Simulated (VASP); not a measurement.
# WC (F-43m) in VASP: further runs

Runs on WC. Level: LDA+U. Tasks: single point.

Everything below comes from runs of VASP 6.6.1. Logs are shortened: lines on timing, memory, paths and dates and some standing lists are left out, and cuts for length are marked.

**1. The cell of the first run**

The structure is cubic, space group F-43m (No. 216). Conventional cell: a = 4.604 Å, b = 4.604 Å, c = 4.604 Å, α = 90.00°, β = 90.00°, γ = 90.00°. Within 2.6 Å of W (site symmetry -43m) lie 4 C at 1.99 Å. Within 2.6 Å of C (site symmetry -43m) lie 4 W at 1.99 Å.

**2. Single point, LDA+U, non-collinear spin, zero start, spin-orbit coupling**

Contents of INCAR:

```
ALGO = Normal
EDIFF = 1E-6
ENCUT = 520
GGA_COMPAT = False
ISIF = 2
ISMEAR = 1
LASPH = True
LCHARG = False
LDAU = True
LDAUJ = 0 0
LDAUL = 2 -1
LDAUPRINT = 1
LDAUTYPE = 2
LDAUU = 3 0
LMAXMIX = 4
LNONCOLLINEAR = True
LORBIT = 11
LORBMOM = True
LREAL = False
LSORBIT = True
LWAVE = False
MAGMOM = 0 0 0 0 0 0
NBANDS = 30
NELM = 150
PREC = Accurate
SIGMA = 0.1
```

Contents of KPOINTS:

```
k-points
0
Gamma
  8 8 8
```

Contents of POSCAR:

```
WC
1.0
    0.0000000000      2.3021091000      2.3021091000
    2.3021091000      0.0000000000      2.3021091000
    2.3021091000      2.3021091000      0.0000000000
W C
1 1
Direct
    0.0000000000      0.0000000000      0.0000000000
    0.7500000000      0.7500000000      0.7500000000
```

Potentials or basis: VASP PAW LDA potentials, release 64 (W_sv, C).

Started as:

```bash
$ cat potpaw_LDA.64/W_sv/POTCAR potpaw_LDA.64/C/POTCAR > POTCAR
$ mpirun -np 1 vasp_ncl > vasp.out
```

OUTCAR:

```text
EDIFF = 1E-6
   ENCUT = 520
   ISIF = 2
   ISMEAR = 1
   LASPH = True
   LNONCOLLINEAR = True
   LORBIT = 11
   LREAL = False
   LSORBIT = True
   NELM = 150
   PREC = Accurate

 ion  position               nearest neighbor table
   1  0.000  0.000  0.000-   2 1.99   2 1.99   2 1.99   2 1.99
   2  0.750  0.750  0.750-   1 1.99   1 1.99   1 1.99   1 1.99

  LATTYP: Found a face centered cubic cell.
 ALAT       =     4.6042182000

  Lattice vectors:

 A1 = (   0.0000000000,   2.3021091000,   2.3021091000)
 A2 = (   2.3021091000,   0.0000000000,   2.3021091000)
 A3 = (   2.3021091000,   2.3021091000,   0.0000000000)

Analysis of symmetry for initial positions (statically):
=====================================================================
 Subroutine PRICEL returns:
 Original cell was already a primitive cell.

 Routine SETGRP: Setting up the symmetry group for a
 face centered cubic supercell.

 Subroutine GETGRP returns: Found 24 space group operations
 (whereof 24 operations were pure point group operations)
 out of a pool of 48 trial point group operations.

The static configuration has the point symmetry T_d .

Analysis of symmetry for dynamics (positions and initial velocities):
=====================================================================
 Subroutine PRICEL returns:
 Original cell was already a primitive cell.

 Routine SETGRP: Setting up the symmetry group for a
 face centered cubic supercell.

 Subroutine GETGRP returns: Found 24 space group operations
 (whereof 24 operations were pure point group operations)
 out of a pool of 48 trial point group operations.

The dynamic configuration has the point symmetry T_d .

Analysis of structural, dynamic, and magnetic symmetry:
=====================================================================
 Subroutine PRICEL returns:
 Original cell was already a primitive cell.

 Routine SETGRP: Setting up the symmetry group for a
 face centered cubic supercell.

 Subroutine GETGRP returns: Found 24 space group operations
 (whereof 24 operations were pure point group operations)
 out of a pool of 48 trial point group operations.

The overall configuration has the point symmetry T_d .

 Subroutine INISYM returns: Found 24 space group operations
 (whereof 24 operations are pure point group operations),
 and found     1 'primitive' translations

----------------------------------------------------------------------------------------

                                     Primitive cell

  volume of cell :      24.4010

  direct lattice vectors                    reciprocal lattice vectors
     0.000000000  2.302109100  2.302109100    -0.217192139  0.217192139  0.217192139
     2.302109100  0.000000000  2.302109100     0.217192139 -0.217192139  0.217192139
     2.302109100  2.302109100  0.000000000     0.217192139  0.217192139 -0.217192139

  length of vectors
     3.255673911  3.255673911  3.255673911     0.376187820  0.376187820  0.376187820

  position of ions in fractional coordinates (direct lattice)
     0.000000000  0.000000000  0.000000000
     0.750000000  0.750000000  0.750000000

  ion indices of the primitive-cell ions
   primitive index   ion index
                 1           1
                 2           2

----------------------------------------------------------------------------------------

 KPOINTS: k-points

Automatic generation of k-mesh.
 Grid dimensions read from file:
 generate k-points for:    8    8    8

 Generating k-lattice:

  Cartesian coordinates                     Fractional coordinates (reciprocal lattice)
    -0.027149017  0.027149017  0.027149017     0.125000000  0.000000000  0.000000000
[... 150 lines left out ...]
  o =  0.4274  v = -0.7160  0.0307 -0.0052 -0.0636 -0.0000  0.0316  0.5724  0.0212 -0.0096 -0.0236      0.0000  0.0139 -0.1174 -0.0009 -0.3393 -0.0498 -0.0096 -0.0082  0.1435 -0.0150
  o =  0.4274  v = -0.0079 -0.7047  0.0180  0.0045 -0.0000 -0.5792  0.0736 -0.0211  0.0329 -0.0323      0.0000 -0.0725 -0.0381 -0.1256 -0.0037 -0.0681  0.0329  0.2272 -0.0657  0.2745

 number of electron      18.0000000 magnetization       0.0000000      0.0000000     -0.0000000

 Free energy of the ion-electron system (eV)
  ---------------------------------------------------
  ext. energy  EPLUGINS =         0.00000000
  ---------------------------------------------------
  free energy    TOTEN  =       -20.54310184 eV

  energy without entropy =      -20.54303745  energy(sigma->0) =      -20.54308038

 E-fermi :   9.6995     XC(G=0): -12.8639

 val. band max:        9.6640356761   @ k =  -0.1250   0.0000   0.0000
 cond. band min:       9.7029824025   @ k =   0.3750  -0.1250   0.0000
 fundamental gap:      0.0389467264
 Fermi energy:         9.6995207806

 k-point     1 :       0.0000    0.0000    0.0000
  band No.  band energies     occupation
      1     -64.8780      1.00000
      2     -64.8780      1.00000
      3     -35.2171      1.00000
      4     -35.2171      1.00000
      5     -26.4662      1.00000
      6     -26.4662      1.00000
[... 781 lines left out ...]
     29      21.6069      0.00000
     30      21.8670      0.00000

 [... further k-points ...]
[... 5 lines left out ...]
  --------------------------------------------------------------------------------------
  -------------------------------------------------------------------------------------
  Total        2.0960925      2.0960925      2.0960925      0.0000000      0.0000000     -0.0000000
  in kB      137.6300712    137.6300712    137.6300712      0.0000000      0.0000000     -0.0000000
  external PRESSURE =     137.6300712 kB  Pullay stress =       0.0000000 kB

 VOLUME and BASIS-vectors are now :
 -----------------------------------------------------------------------------
  energy-cutoff  :      520.00
  volume of cell :       24.40
      direct lattice vectors                 reciprocal lattice vectors
     0.000000000  2.302109100  2.302109100    -0.217192139  0.217192139  0.217192139
     2.302109100  0.000000000  2.302109100     0.217192139 -0.217192139  0.217192139
     2.302109100  2.302109100  0.000000000     0.217192139  0.217192139 -0.217192139

 POSITION                                       TOTAL-FORCE (eV/Angst)
 -----------------------------------------------------------------------------------
      0.00000      0.00000      0.00000        -0.000000     -0.000000     -0.000000
      3.45316      3.45316      3.45316         0.000000      0.000000      0.000000
 -----------------------------------------------------------------------------------
    total drift:                                0.000001      0.000001      0.000001

  FREE ENERGIE OF THE ION-ELECTRON SYSTEM (eV)
  ---------------------------------------------------
  free  energy   TOTEN  =       -20.5431018442 eV

  energy  without entropy=      -20.5430374495  energy(sigma->0) =      -20.54308038

 orbital moment (x)

 # of ion     p       d       tot
 ----------------------------------------
  1        -0.000  -0.000  -0.000
  2        -0.000   0.000  -0.000
 ----------------------------------------
           -0.000  -0.000  -0.000

 orbital moment (y)

 # of ion     p       d       tot
 ----------------------------------------
  1        -0.000   0.000   0.000
  2        -0.000   0.000  -0.000
 ----------------------------------------
           -0.000   0.000   0.000

 orbital moment (z)

 # of ion     p       d       tot
 ----------------------------------------
  1         0.000   0.000   0.000
  2         0.000   0.000   0.000
 ----------------------------------------
            0.000   0.000   0.000

 Spin-Orbit-Coupling matrix elements

 Ion:    1  E_soc:     -1.6302974
 l=   1
     0.0000000    -0.2275068    -0.2275068
    -0.2275068     0.0000000    -0.2275068
    -0.2275068    -0.2275068     0.0000000
 l=   2
     0.0000000    -0.0061394     0.0000000    -0.0061394    -0.0380700
    -0.0061394     0.0000000    -0.0285525    -0.0061394    -0.0095175
     0.0000000    -0.0285525     0.0000000    -0.0285525     0.0000000
    -0.0061394    -0.0061394    -0.0285525     0.0000000    -0.0095175
    -0.0380700    -0.0095175     0.0000000    -0.0095175     0.0000000
 l=   3
     0.0000000     0.0000000     0.0000000     0.0000000     0.0000000     0.0000000     0.0000000
     0.0000000     0.0000000     0.0000000     0.0000000     0.0000000     0.0000000     0.0000000
     0.0000000     0.0000000     0.0000000     0.0000000     0.0000000     0.0000000     0.0000000
     0.0000000     0.0000000     0.0000000     0.0000000     0.0000000     0.0000000     0.0000000
     0.0000000     0.0000000     0.0000000     0.0000000     0.0000000     0.0000000     0.0000000
     0.0000000     0.0000000     0.0000000     0.0000000     0.0000000     0.0000000     0.0000000
     0.0000000     0.0000000     0.0000000     0.0000000     0.0000000     0.0000000     0.0000000

 Ion:    2  E_soc:     -0.0003170
 l=   1
     0.0000000    -0.0000528    -0.0000528
    -0.0000528     0.0000000    -0.0000528
    -0.0000528    -0.0000528     0.0000000
 l=   2
     0.0000000     0.0000000     0.0000000     0.0000000     0.0000000
     0.0000000     0.0000000     0.0000000     0.0000000     0.0000000
     0.0000000     0.0000000     0.0000000     0.0000000     0.0000000
     0.0000000     0.0000000     0.0000000     0.0000000     0.0000000
     0.0000000     0.0000000     0.0000000     0.0000000     0.0000000
 l=   3
     0.0000000     0.0000000     0.0000000     0.0000000     0.0000000     0.0000000     0.0000000
     0.0000000     0.0000000     0.0000000     0.0000000     0.0000000     0.0000000     0.0000000
     0.0000000     0.0000000     0.0000000     0.0000000     0.0000000     0.0000000     0.0000000
     0.0000000     0.0000000     0.0000000     0.0000000     0.0000000     0.0000000     0.0000000
     0.0000000     0.0000000     0.0000000     0.0000000     0.0000000     0.0000000     0.0000000
     0.0000000     0.0000000     0.0000000     0.0000000     0.0000000     0.0000000     0.0000000
     0.0000000     0.0000000     0.0000000     0.0000000     0.0000000     0.0000000     0.0000000

 total charge

# of ion       s       p       d       tot
------------------------------------------
    1        2.398   6.382   3.471  12.251
    2        0.891   1.668   0.000   2.559
--------------------------------------------------
tot          3.289   8.050   3.471  14.810

 magnetization (x)

# of ion       s       p       d       tot
------------------------------------------
    1        0.000  -0.000  -0.000  -0.000
    2       -0.000  -0.000   0.000  -0.000
--------------------------------------------------
tot          0.000  -0.000  -0.000  -0.000

 magnetization (y)

# of ion       s       p       d       tot
------------------------------------------
    1        0.000   0.000   0.000   0.000
    2       -0.000  -0.000   0.000  -0.000
--------------------------------------------------
tot         -0.000  -0.000   0.000  -0.000

 magnetization (z)

# of ion       s       p       d       tot
------------------------------------------
    1        0.000  -0.000   0.000   0.000
    2        0.000  -0.000   0.000  -0.000
--------------------------------------------------
tot          0.000  -0.000   0.000  -0.000
```

Run time: 22 s. Hardware: 1 thread of Intel Xeon 6975P-C (Granite Rapids), shared host; peak memory 0.19 GiB.

What came out:

```
Free energy                                           : -20.5431 eV
Pressure                                              : 13.8 GPa
Net moment                                            : 0.00 μB per cell
Valence electrons inside the program's atomic spheres : W 12.25; C 2.56
```

Moments on the atoms (μB; x, y, z):
```
W   0.00 0.00 0.00
C   0.00 0.00 0.00
```

Caveat: the U is typed as a test and isn't derived for this compound.

**3. Single point, LDA+U, non-collinear spin, zero start, spin-orbit coupling**

Contents of INCAR:

```
SYSTEM = WC
  PREC = Accurate
  ENCUT = 520
  EDIFF = 1E-6
  ISMEAR = 1
  SIGMA = 0.1
  LREAL = .FALSE.
  LASPH = .TRUE.
  NELM = 150
  ALGO = Normal
  ISIF = 2
  LWAVE = .FALSE.
  LCHARG = .FALSE.
  MAGMOM = 0 0 0 0 0 0
  LORBIT = 11
  LSORBIT = .TRUE.
  GGA_COMPAT = .FALSE.
  LORBMOM = .TRUE.
  LMAXMIX = 4
  LDAU = .TRUE.
  LDAUTYPE = 2
  LDAUL = 2 -1
  LDAUU = 3 0
  LDAUJ = 0 0
  LDAUPRINT = 1
  GGA = CA
  NBANDS = 30
```

Contents of KPOINTS:

```
Automatic mesh
0
G
  8 8 8
  0 0 0
```

POSCAR is that of step 2.

Potentials or basis: VASP PAW LDA potentials, release 64 (W_sv, C).

Started as:

```bash
$ cat potpaw_LDA.64/W_sv/POTCAR potpaw_LDA.64/C/POTCAR > POTCAR
$ mpirun -np 1 vasp_ncl > vasp.out
```

It took 20 s on 1 thread of Intel Xeon 6975P-C (Granite Rapids), shared host; peak memory 0.2 GiB.

Results (log left out):

```yaml
Free_energy: -20.5431 eV
Pressure: 13.8 GPa
Net_moment: 0.00 μB per cell
Valence_electrons_inside_the_program's_atomic_spheres: W 12.25; C 2.56
```

Moments on the atoms (μB; x, y, z):
```
W   0.00 0.00 0.00
C   0.00 0.00 0.00
```

Caveat: the U is typed as a test and isn't derived for this compound. The state reached can hang on the start; a lower one may exist.

**4. Single point, LDA+U, non-collinear spin, zero start, spin-orbit coupling**

Contents of INCAR:

```
SYSTEM = WC
ALGO = Normal ; EDIFF = 1E-6
ENCUT = 520 ; GGA_COMPAT = .FALSE.
ISIF = 2 ; ISMEAR = 1
LASPH = .TRUE. ; LCHARG = .FALSE.
LDAU = .TRUE. ; LDAUJ = 0 0
LDAUL = 2 -1 ; LDAUPRINT = 1
LDAUTYPE = 2 ; LDAUU = 3 0
LMAXMIX = 4 ; LORBIT = 11
LORBMOM = .TRUE. ; LREAL = .FALSE.
LSORBIT = .TRUE. ; LWAVE = .FALSE.
MAGMOM = 0 0 0 0 0 0 ; NBANDS = 30
NELM = 150 ; PREC = Accurate
SIGMA = 0.1
```

Contents of KPOINTS:

```
k-points
0
G
  8 8 8
  0 0 0
```

POSCAR is that of step 3.

Started as:

```bash
$ cat potpaw_LDA.64/W_sv/POTCAR potpaw_LDA.64/C/POTCAR > POTCAR
$ mpirun -np 1 vasp_ncl > vasp.out
```

Run time: 22 s. Hardware: 1 thread of Intel Xeon 6975P-C (Granite Rapids), shared host; peak memory 0.2 GiB.

Results (log left out):

```
Free energy                                           : -20.5431 eV
Pressure                                              : 13.8 GPa
Net moment                                            : 0.00 μB per cell
Valence electrons inside the program's atomic spheres : W 12.25; C 2.56
```

Moments on the atoms (μB; x, y, z):
```
W   0.00 0.00 0.00
C   0.00 0.00 0.00
```

Caveat: the U is typed as a test and isn't derived for this compound. The state reached can hang on the start; a lower one may exist.
